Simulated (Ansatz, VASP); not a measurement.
**Mn3Si in VASP and in Ansatz**

Contents of POSCAR:

```
Mn3Si
1.0
    0.0000000000      5.7220000000      5.7220000000
    2.8610000000      0.0000000000      2.8610000000
    2.8610000000      2.8610000000      0.0000000000
Mn Si
6 2
Direct
    0.2500000000      0.5000000000      0.5000000000
    0.1250000000      0.2500000000      0.2500000000
    0.3750000000      0.7500000000      0.7500000000
    0.7500000000      0.5000000000      0.5000000000
    0.6250000000      0.2500000000      0.2500000000
    0.8750000000      0.7500000000      0.7500000000
    0.0000000000      0.0000000000      0.0000000000
    0.5000000000      0.0000000000      0.0000000000
```

The input INCAR.step1:

```
ALGO = Normal
EDIFF = 1E-4
ENCUT = 520
GGA = PE
ISMEAR = -1
LASPH = True
LCHARG = False
LREAL = False
LWAVE = True
NBANDS = 53
NELM = 100
PREC = Accurate
SIGMA = 0.05
```

Contents of INCAR.step2:

```
ALGO = Normal
EDIFF = 1E-6
ENCUT = 520
ISIF = 2
ISMEAR = -1
ISTART = 1
LASPH = True
LCHARG = False
LMIXTAU = True
LREAL = False
LWAVE = False
METAGGA = R2SCAN
NBANDS = 53
NELM = 100
PREC = Accurate
SIGMA = 0.05
```

The input KPOINTS:

```
k-points
0
Gamma
  4 8 8
```

Input for Ansatz:

```yaml
crystal:
  lattice:
    - [0.0, 5.722, 5.722]
    - [2.861, 0.0, 2.861]
    - [2.861, 2.861, 0.0]
  atoms:
    - { symbol: Mn, position: [0.25, 0.5, 0.5] }
    - { symbol: Mn, position: [0.125, 0.25, 0.25] }
    - { symbol: Mn, position: [0.375, 0.75, 0.75] }
    - { symbol: Si, position: [0.0, 0.0, 0.0] }
    - { symbol: Mn, position: [0.75, 0.5, 0.5] }
    - { symbol: Mn, position: [0.625, 0.25, 0.25] }
    - { symbol: Mn, position: [0.875, 0.75, 0.75] }
    - { symbol: Si, position: [0.5, 0.0, 0.0] }
  symmetry: { tolerance: 0.0003 }
hamiltonian:
  xc: r2scan
  pseudopotentials: { kind: paw, azcp: { folder: soft_1 } }
basis:
  ecutwfc: 500
magnetization:
  spin_polarized: false
scf:
  occupations: { method: fermi_dirac, width: 0.05 }
kpoints:
  mp_grid: { grid: [4, 8, 8], shift: [0, 0, 0] }
output:
  forces: true
  stress: true
  eigenvalues: true
```

Alike in both runs: task single point; functional r2SCAN; k mesh 4 × 8 × 8; occupations fermi-dirac, width 0.05 eV; no spin polarisation.

|  | VASP | Ansatz |
| --- | --- | --- |
| version | VASP 6.6.1 | Ansatz 0.2.0 |
| potentials or method | VASP PAW PBE potentials, release 64 (Mn_pv, Si), cutoff 520 eV | PAW plane waves |
| valence electrons in the cell | 86 | 98 |

```tsv
	VASP	Ansatz	Ansatz less VASP
pressure (GPa)	-24.1	-23.9	+0.25
```

VASP's potentials were made for PBE, not for r2SCAN. With one functional, cell and mesh, what is left measures potentials, basis and numerics. VASP's potentials hold 86 valence electrons a cell and Ansatz's 98, so a difference there can come from the potentials and not from the codes.
